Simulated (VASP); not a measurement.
# MgS (P6_3/mmc) in VASP: G0W0 quasiparticle levels with PBE

Aim: the G0W0 quasiparticle levels of MgS with PBE.

Everything below comes from runs of VASP 6.6.1. Logs are shortened: lines on timing, memory, paths and dates and some standing lists are left out, and cuts for length are marked.

## (1) The cell of the first run

Symmetry: P6_3/mmc, No. 194, hexagonal system. Conventional cell: a = 3.645 Å, b = 3.645 Å, c = 6.147 Å, α = 90.00°, β = 90.00°, γ = 120.00°. Within 3.4 Å of Mg (site symmetry -3m) lie 6 S at 2.61 Å and 2 Mg at 3.07 Å. Within 3.4 Å of S (site symmetry -6m2) lie 6 Mg at 2.61 Å.

## (2) G0W0 quasiparticle levels, PBE

POSCAR

```
MgS
1.0
    3.6454348044      0.0000000000      0.0000000000
   -1.8227174022      3.1570391485      0.0000000000
    0.0000000000      0.0000000000      6.1473560942
Mg S
2 2
Direct
    0.0000000000      0.0000000000      0.0000000000
    0.0000000000      0.0000000000      0.5000000000
    0.3333333333      0.6666666667      0.2500000000
    0.6666666667      0.3333333333      0.7500000000
```

INCAR.step1

```
SYSTEM = MgS
ALGO = Normal
EDIFF = 1E-8
ENCUT = 500
GGA = PE
ISMEAR = 0
LASPH = .TRUE.
LCHARG = .FALSE.
LREAL = .FALSE.
LWAVE = .TRUE.
NELM = 60
PREC = Accurate
SIGMA = 0.01
```

INCAR.step2

```
SYSTEM = MgS
ALGO = Exact
EDIFF = 1E-8
ENCUT = 500
GGA = PE
ISMEAR = 0
ISTART = 1
LASPH = .TRUE.
LCHARG = .FALSE.
LOPTICS = .TRUE.
LREAL = .FALSE.
LWAVE = .TRUE.
NBANDS = 122
NELM = 1
PREC = Accurate
SIGMA = 0.01
```

INCAR.step3

```
SYSTEM = MgS
ALGO = EVGW0
EDIFF = 1E-8
ENCUT = 500
ENCUTGW = 80.0
GGA = PE
ISMEAR = 0
ISTART = 1
LASPH = .TRUE.
LCHARG = .FALSE.
LREAL = .FALSE.
LWAVE = .FALSE.
NBANDS = 122
NBANDSGW = 16
NELMGW = 1
NOMEGA = 96
OMEGAMAX = 30
PREC = Accurate
PRECFOCK = Fast
SIGMA = 0.01
```

KPOINTS

```
k-points
0
G
  6 6 2
  0 0 0
```

Potentials or basis: VASP PAW PBE potentials, release 64 (Mg_GW, S_GW).

Launch:

```bash
> cat potpaw_PBE.64/Mg_GW/POTCAR potpaw_PBE.64/S_GW/POTCAR > POTCAR
> cp INCAR.step1 INCAR
> mpirun -np 1 vasp_std > vasp.out
> cp INCAR.step2 INCAR
> mpirun -np 1 vasp_std > vasp.out
> cp INCAR.step3 INCAR
> mpirun -np 1 vasp_std > vasp.out
```

OUTCAR:

```text
SYSTEM = MgS
   EDIFF = 1E-8
   ENCUT = 500
   ENCUTGW = 80.0
   GGA = PE
   ISMEAR = 0
   ISTART = 1
   LASPH = .TRUE.
   LREAL = .FALSE.
   NELMGW = 1
   PREC = Accurate
   PRECFOCK = Fast

 ion  position               nearest neighbor table
   1  0.000  0.000  0.000-
   2  0.000  0.000  0.500-
   3  0.333  0.667  0.250-
   4  0.667  0.333  0.750-

  LATTYP: Found a hexagonal cell.
 ALAT       =     3.6454348044
 C/A-ratio  =     1.6863162898

  Lattice vectors:

 A1 = (   3.6454348044,   0.0000000000,   0.0000000000)
 A2 = (  -1.8227174022,   3.1570391485,   0.0000000000)
 A3 = (   0.0000000000,   0.0000000000,   6.1473560942)

Analysis of symmetry for initial positions (statically):
=====================================================================
 Subroutine PRICEL returns:
 Original cell was already a primitive cell.

 Routine SETGRP: Setting up the symmetry group for a
 hexagonal supercell.

 Subroutine GETGRP returns: Found 24 space group operations
 (whereof 12 operations were pure point group operations)
 out of a pool of 24 trial point group operations.

The static configuration has the point symmetry D_3d.
 The point group associated with its full space group is D_6h.

Analysis of symmetry for dynamics (positions and initial velocities):
=====================================================================
 Subroutine PRICEL returns:
 Original cell was already a primitive cell.

 Routine SETGRP: Setting up the symmetry group for a
 hexagonal supercell.

 Subroutine GETGRP returns: Found 24 space group operations
 (whereof 12 operations were pure point group operations)
 out of a pool of 24 trial point group operations.

The dynamic configuration has the point symmetry D_3d.
 The point group associated with its full space group is D_6h.

 Subroutine INISYM returns: Found 24 space group operations
 (whereof 12 operations are pure point group operations),
 and found     1 'primitive' translations

----------------------------------------------------------------------------------------

                                     Primitive cell

  volume of cell :      70.7486

  direct lattice vectors                    reciprocal lattice vectors
     3.645434804  0.000000000  0.000000000     0.274315700  0.158376243  0.000000000
    -1.822717402  3.157039149  0.000000000     0.000000000  0.316752486  0.000000000
     0.000000000  0.000000000  6.147356094     0.000000000  0.000000000  0.162671559

  length of vectors
     3.645434804  3.645434804  6.147356094     0.316752486  0.316752486  0.162671559

  position of ions in fractional coordinates (direct lattice)
     0.000000000  0.000000000  0.000000000
     0.000000000  0.000000000  0.500000000
     0.333333333  0.666666667  0.250000000
     0.666666667  0.333333333  0.750000000

  ion indices of the primitive-cell ions
   primitive index   ion index
                 1           1
                 2           2
                 3           3
                 4           4

----------------------------------------------------------------------------------------

 KPOINTS: k-points

Automatic generation of k-mesh.
 Grid dimensions read from file:
 generate k-points for:    6    6    2

 Generating k-lattice:

  Cartesian coordinates                     Fractional coordinates (reciprocal lattice)
     0.045719283  0.026396041  0.000000000     0.166666667  0.000000000  0.000000000
     0.000000000  0.052792081  0.000000000     0.000000000  0.166666667  0.000000000
     0.000000000  0.000000000  0.081335780     0.000000000  0.000000000  0.500000000

  Length of vectors
     0.052792081  0.052792081  0.081335780

  Shift w.r.t. Gamma in fractional coordinates (k-lattice)
     0.000000000  0.000000000  0.000000000

 Subroutine IBZKPT returns following result:
 ===========================================

 Found     14 irreducible k-points:

 Following reciprocal coordinates:
            Coordinates               Weight
  0.000000  0.000000  0.000000      1.000000
  0.166667  0.000000  0.000000      6.000000
  0.333333  0.000000  0.000000      6.000000
  0.500000  0.000000  0.000000      3.000000
  0.166667  0.166667  0.000000      6.000000
  0.333333  0.166667  0.000000     12.000000
  0.333333  0.333333  0.000000      2.000000
  0.000000  0.000000  0.500000      1.000000
  0.166667  0.000000  0.500000      6.000000
  0.333333  0.000000  0.500000      6.000000
  0.500000  0.000000  0.500000      3.000000
  0.166667  0.166667  0.500000      6.000000
  0.333333  0.166667  0.500000     12.000000
  0.333333  0.333333  0.500000      2.000000
   k-points           NKPTS =     14   k-points in BZ     NKDIM =     72   number of bands    NBANDS=    122
   number of dos      NEDOS =    301   number of ions     NIONS =      4
   total plane-waves  NPLWV =  37632
   dimension x,y,z NGX =    28 NGY =   28 NGZ =   48
   dimension x,y,z NGXF=    56 NGYF=   56 NGZF=   96
   ions per type =               2   2
   NGX,Y,Z   is equivalent  to a cutoff of  12.77, 12.77, 12.98 a.u.
   NGXF,Y,Z  is equivalent  to a cutoff of  25.54, 25.54, 25.96 a.u.
 SYSTEM =  MgS
   PREC   = accura    normal or accurate (medium, high low for compatibility)
   ISTART =      1    job   : 0-new  1-cont  2-samecut
   ICHARG =      0    charge: 1-file 2-atom 10-const
   ISPIN  =      1    spin polarized calculation?
   LNONCOLLINEAR =      F non collinear calculations
   LSORBIT =      F    spin-orbit coupling
   LASPH  =      T    aspherical Exc in radial PAW
   ENCUT  =  500.0 eV  36.75 Ry    6.06 a.u.   6.65  6.65 11.21*2*pi/ulx,y,z
   NELM   =     60;   NELMIN=  2; NELMDL=  0     # of ELM steps
   EDIFF  = 0.1E-07   stopping-criterion for ELM
   LREAL  =      F    real-space projection
   EDIFFG = 0.1E-06   stopping-criterion for IOM
   NSW    =      0    number of steps for IOM
   IBRION =     -1    ionic relax: 0-MD 1-quasi-New 2-CG
   NFREE  =      0    steps in history (QN), initial steepest desc. (CG)
   ISIF   =      0    stress and relaxation
   ISYM   =      3    0-nonsym 1-usesym 2-fastsym
   POTIM  = 0.5000    time-step for ionic-motion
   TEBEG  =    0.0;   TEEND  =   0.0 temperature during run
   PSTRESS=    0.0 pullay stress
   NELECT =      16.0000    total number of electrons
   NUPDOWN=      -1.0000    fix difference up-down
   EMIN   =  10.00;   EMAX   =-10.00  energy-range for DOS
   EFERMI =   0.00;   METHOD = LEGACY
   ISMEAR =     0;   SIGMA  =   0.01  broadening in eV -4-tet -1-fermi 0-gaus
   EFERMI_NEDOS =   21; number of points for ismear=-14 and -15
   IALGO  =     38    algorithm
   IMIX   =      4    mixing-type and parameters
     AMIX     =   0.40;   BMIX     =  1.00
     AMIX_MAG =   1.60;   BMIX_MAG =  1.00
  volume/ion in A,a.u.               =      17.69       119.36
  Fermi-wavevector in a.u.,A,eV,Ry     =   0.997414  1.884840 13.535556  0.994835
  Thomas-Fermi vector in A             =   2.129569
   LORBIT       =      0    0 simple, 1 ext, 2 COOP (PROOUT), +10 PAW based schemes
   GGA     = PE    functional components
   LHFCALC =     T    Hartree Fock is set to
   PRECFOCK=fast      Normal, Fast or Accurate (Low or Medium for compatibility)
   ENCUT4O =  -1.0   cutoff for four orbital integrals eV
   NKREDX  =     1    reduce k-point grid by
   NKREDY  =     1    reduce k-point grid by
   NKREDZ  =     1    reduce k-point grid by
   AEXX    =    1.0000 exact exchange contribution
   HFSCREEN=    0.0000 screening length (either q_TF or 0.3 A-1)
   HFSCREENC=   0.0000 screening length for correlation (either q_TF or 0.3 A-1)
   ENCUTFOCK=  -1.0 apply spherical cutoff to Coloumb kernel
   IVDW    =     0    specifies the selected vdW correction
   LEPSILON=     F    determine dielectric tensor
   LRPA    =     F    only Hartree local field effects (RPA)
   LRPAFORCE           =     F    calculate RPA forces
   ENCUTGW             =  80.0    cutoff for response function in eV
   ENCUTGWSOFT         =  64.0    soft cutoff for Coulomb kernel in GW response function in eV
   ENCUTLF             =  -1.0    cutoff for local field effects
   NELMGW              =     1    number of iterations in solving QP/BSE equation
   NELMHF              =     1    number of iterations in the inner HF iteration
   NKREDLFX            =     1    NKREDLFY  =   1   NKREDLFZ  =   1
 non-spin polarized calculation
 Gauss-broadening in eV      SIGMA  =   0.01
  energy-cutoff  :      500.00
  volume of cell :       70.75
 maximum number of plane-waves:      1834
 NGX is ok and might be reduce to    28
  NGX = 16; NGY = 16; NGZ = 28
   NGX = 13   NGY = 13   NGZ = 23
 maximum number of plane-waves:       123
 NGX is ok and might be reduce to    14

 QP shifts <psi_nk| G(iteration)W_0 |psi_nk>: iteration 1
 for sc-GW calculations column KS-energies equals QP-energies in previous step
 and V_xc(KS)=  KS-energies - (<T + V_ion + V_H > + <T+V_H+V_ion>^1  + <V_x>^1)

 k-point   1 :       0.0000    0.0000    0.0000
  band No.  KS-energies  QP-energies   sigma(KS)   V_xc(KS)     V^pw_x(r,r')   Z            occupation Imag(sigma)

      1      -8.9739      -9.5059     -13.3760     -12.5993     -20.8484       0.6850       2.0000       1.4435
      2      -7.7716      -8.1852     -14.0240     -13.4247     -21.2400       0.6901       2.0000       1.1866
      3      -1.2208      -2.1615     -11.8624     -10.5483     -15.2477       0.7159       2.0000       0.1961
      4       3.2414       2.5618     -13.8965     -13.0116     -16.0503       0.7680       2.0000       0.0747
      5       3.2414       2.5618     -13.8965     -13.0116     -16.0503       0.7680       2.0000       0.0747
      6       3.4842       2.8458     -14.0559     -13.2269     -16.1701       0.7701       2.0000       0.0726
[... 8 lines left out ...]
     15      12.2503      13.0212      -8.6155      -9.6006      -4.3413       0.7825       0.0000      -0.1174
     16      13.0012      13.8923      -8.6425      -9.7946      -4.2635       0.7734       0.0000      -0.1531

 k-point   2 :       0.1667    0.0000    0.0000
  band No.  KS-energies  QP-energies   sigma(KS)   V_xc(KS)     V^pw_x(r,r')   Z            occupation Imag(sigma)

      1      -8.7328      -9.2430     -13.4607     -12.7186     -20.8806       0.6874       2.0000       1.3971
      2      -7.6334      -8.0302     -14.0902     -13.5156     -21.2772       0.6907       2.0000       1.1592
      3      -0.8969      -1.8347     -11.9406     -10.6431     -15.1953       0.7228       2.0000       0.1780
      4       1.9063       1.1219     -13.0281     -11.9929     -15.4175       0.7577       2.0000       0.0940
      5       2.4544       1.7465     -13.3246     -12.3974     -15.5405       0.7635       2.0000       0.0833
      6       2.8805       2.1560     -13.6506     -12.7042     -15.8757       0.7656       2.0000       0.0791
[... 8 lines left out ...]
     15      12.3540      13.1544      -8.6118      -9.6453      -4.1737       0.7745       0.0000      -0.1351
     16      12.4888      13.2428      -8.6043      -9.5755      -4.1903       0.7764       0.0000      -0.1310

 k-point   3 :       0.3333    0.0000    0.0000
  band No.  KS-energies  QP-energies   sigma(KS)   V_xc(KS)     V^pw_x(r,r')   Z            occupation Imag(sigma)

      1      -8.1260      -8.5759     -13.7336     -13.0831     -21.0264       0.6917       2.0000       1.2788
      2      -7.3712      -7.7342     -14.2303     -13.7066     -21.3666       0.6933       2.0000       1.1096
      3      -0.0143      -0.9073     -12.3579     -11.1407     -15.3667       0.7336       2.0000       0.1455
      4      -0.0034      -0.9171     -12.2097     -10.9661     -15.1339       0.7347       2.0000       0.1395
      5       0.8185      -0.0554     -12.7771     -11.6052     -15.5399       0.7457       2.0000       0.1195
      6       2.3544       1.5700     -13.4116     -12.3816     -15.7705       0.7616       2.0000       0.0868
[... 194 lines left out ...]
      1      -7.4980      -7.8743     -14.1220     -13.5803     -21.2917       0.6947       2.0000       1.1465
      2      -7.4980      -7.8743     -14.1220     -13.5803     -21.2917       0.6947       2.0000       1.1465
      3      -0.4348      -1.3668     -12.2145     -10.9345     -15.3683       0.7281       2.0000       0.1608
      4      -0.4348      -1.3668     -12.2145     -10.9345     -15.3683       0.7281       2.0000       0.1608
      5       1.3771       0.5336     -12.8043     -11.6838     -15.3464       0.7528       2.0000       0.1039
      6       1.3771       0.5336     -12.8043     -11.6838     -15.3464       0.7528       2.0000       0.1039
[... 8 lines left out ...]
     15      13.6595      14.4547      -9.4859     -10.5387      -4.6976       0.7553       0.0000      -0.1838
     16      13.6595      14.4547      -9.4859     -10.5387      -4.6976       0.7553       0.0000      -0.1838

 k-point  14 :       0.3333    0.3333    0.5000
  band No.  KS-energies  QP-energies   sigma(KS)   V_xc(KS)     V^pw_x(r,r')   Z            occupation Imag(sigma)

      1      -7.3513      -7.7110     -14.2300     -13.7138     -21.3721       0.6969       2.0000       1.1182
      2      -7.3513      -7.7110     -14.2300     -13.7138     -21.3721       0.6969       2.0000       1.1182
      3       0.0872      -0.8070     -12.2829     -11.0700     -15.2259       0.7372       2.0000       0.1395
      4       0.0872      -0.8070     -12.2829     -11.0700     -15.2259       0.7372       2.0000       0.1395
      5       0.1221      -0.8248     -12.3469     -11.0611     -15.2996       0.7364       2.0000       0.1400
      6       0.1221      -0.8248     -12.3469     -11.0611     -15.2996       0.7364       2.0000       0.1400
[... 8 lines left out ...]
     15      13.1425      13.8696      -9.3870     -10.3373      -4.8538       0.7652       0.0000      -0.1534
     16      13.1425      13.8696      -9.3870     -10.3373      -4.8538       0.7652       0.0000      -0.1534
```

Wall time 6.9 min (1 thread of Intel Xeon 6975P-C (Granite Rapids), shared host); peak memory 1.2 GiB.

What came out:

```
Quasiparticle gap                                   : 4.73 eV
Least direct quasiparticle gap                      : 4.89 eV
Band gap of the starting levels on the mesh         : 3.40 eV
Least direct gap of the starting levels on the mesh : 3.53 eV
```

Caveat: the k points lie up to 0.51 Å⁻¹ apart; bands, screening cutoff and mesh are small and nothing is extrapolated, so the quasiparticle values aren't converged.
